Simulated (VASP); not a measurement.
A run of VASP 6.6.1 is set up as follows.

File INCAR:

```
PREC = Accurate
ENCUT = 520
EDIFF = 1E-7
ISMEAR = -1
SIGMA = 0.15
LREAL = False
LASPH = True
NELM = 80
ALGO = Fast
ISIF = 2
LWAVE = False
LCHARG = True
GGA = PS
LELF = True
LVHAR = True
NBANDS = 14
```

File KPOINTS:

```
regular mesh
0
Gamma
  12 12 12
```

The input POSCAR:

```
ScAl
1.0
    3.3254203780      0.0000000000      0.0000000000
    0.0000000000      3.3254203780      0.0000000000
    0.0000000000      0.0000000000      3.3254203780
Sc Al
1 1
Direct
    0.5000000000      0.5000000000      0.5000000000
    0.0000000000      0.0000000000      0.0000000000
```

Potentials or basis: VASP PAW PBE potentials, release 64 (Sc_sv, Al).

Command:

```sh
$ cat potpaw_PBE.64/Sc_sv/POTCAR potpaw_PBE.64/Al/POTCAR > POTCAR
$ mpirun -np 1 vasp_std > vasp.out
```

Task: Predict the band gap on the k mesh.

Result: Zero (bands 7 and 8 overlap by 1.19 eV).

Task: Predict the pressure.

Result: 1.9 GPa.

Caveat: the PAW data sets were made with another functional, which shifts forces and pressure a little.
